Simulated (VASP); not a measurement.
A run of VASP 6.6.1 is set up as follows.

Contents of INCAR:

```
SYSTEM = Ag
PREC = Accurate
ENCUT = 520
EDIFF = 1E-8
ISMEAR = -1
SIGMA = 0.08
LREAL = .FALSE.
LASPH = .TRUE.
NELM = 60
ALGO = Normal
ISIF = 2
LWAVE = .FALSE.
LCHARG = .FALSE.
GGA = CA
LEFG = .TRUE.
NBANDS = 30
```

KPOINTS

```
Automatic mesh
0
G
  14 14 4
  0 0 0
```

POSCAR

```
Ag
1.0
    2.8861989086      0.0432929836      0.0432929836
   -1.4056066307      2.4778750835      0.0158463318
    0.1500000000      0.1500000000     10.0000000000
Ag
4
Direct
    0.3333333333      0.6666666667      0.2500000000
    0.6666666667      0.3333333333      0.7500000000
    0.0000000000      0.0000000000      0.0000000000
    0.0000000000      0.0000000000      0.5000000000
```

Potentials or basis: VASP PAW LDA potentials, release 64 (Ag).

Launch:

```sh
$ cat potpaw_LDA.64/Ag/POTCAR > POTCAR
$ mpirun -np 1 vasp_std > vasp.out
```

**Question.** Predict the largest force.

**Answer.** 0.005 eV/Å.

**Question.** What does it give for the pressure?

**Answer.** -11.0 GPa.

Electric field gradients, principal values (V/Å²):
```csv
atom,least,middle,greatest (by size)
1 Ag,-5.369,-6.772,12.141
2 Ag,-5.369,-6.772,12.141
3 Ag,-4.396,-6.474,10.870
4 Ag,-3.670,-7.606,11.276
```

Caveat: the cell differs from its parent crystal (equal xy, yz and zx shear strains of +3 %); the cell stands under tension; without QUAD_EFG the Cq values of the log hold for a quadrupole moment of 1 mb, not for the nuclei.
